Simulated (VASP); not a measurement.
Ag: relaxation of cell and atoms with LDA

Ag:

```
CELL_PARAMETERS angstrom
2.88889 0.00000 0.00000
1.44444 2.50185 0.00000
1.44444 0.83395 2.35876
ATOMIC_POSITIONS crystal
Ag 0.00000 0.00000 0.00000
```

```yaml
Program: VASP 6.6.1
Task: relaxation of cell and atoms
Functional: LDA
Potentials_or_basis: VASP PAW LDA potentials, release 64 (Ag)
Cutoff: 600 eV
k_mesh: 13 × 13 × 13
Occupations: methfessel-paxton, width 0.05 eV
Spin: no spin polarisation
Dipole_correction: no
Further_INCAR_settings: ALGO = Normal; EDIFF = 1e-07; IBRION = 2; EDIFFG = -0.01; NSW = 100; ISIF = 3
```

```yaml
Relaxed_volume: 16.01 Å³/atom
Relaxed_cell: a = 2.829 Å, b = 2.829 Å, c = 2.829 Å, α = 60.00°, β = 60.00°, γ = 60.00°
Space_group_after_relaxing_to_0.05_Å: Fm-3m (No. 225)
Energy_gained_by_relaxing: 26.0 meV/atom
Ionic_steps: 3
Pressure_after_relaxing: -0.1 GPa
```

The path:
```
step  energy change (eV)  largest force (eV/Å)  pressure (GPa)  volume (Å³)
   1              0.0000                0.0000           -7.42        17.05
   2             -0.0049                0.0000            8.69        15.17
   3             -0.0260                0.0000           -0.08        16.01
```

Final structure:
```cif
data_structure
_symmetry_space_group_name_H-M 'P 1'
_symmetry_Int_Tables_number 1
_cell_length_a 2.8290
_cell_length_b 2.8290
_cell_length_c 2.8290
_cell_angle_alpha 60.000
_cell_angle_beta 60.000
_cell_angle_gamma 60.000
_cell_volume 16.01
loop_
_atom_site_label
_atom_site_type_symbol
_atom_site_fract_x
_atom_site_fract_y
_atom_site_fract_z
_atom_site_occupancy
Ag1 Ag 0.00000 0.00000 0.00000 1
```

Levels at points of the mesh, in eV from the Fermi level:
```
           k point  band 2  band 3  band 4  band 5  band 6  band 7  band 8  band 9
(0.00, 0.00, 0.00)   -5.28   -5.28   -5.28   -4.10   -4.10   15.88   19.76   19.76
```

It took 12 s on 1 thread of Intel(R) Xeon(R) Platinum 8488C (Sapphire Rapids) (shared host), peak memory 0.14 GiB.

LDA usually gives volumes a few per cent too small. Zero-point motion and thermal expansion aren't in these numbers.
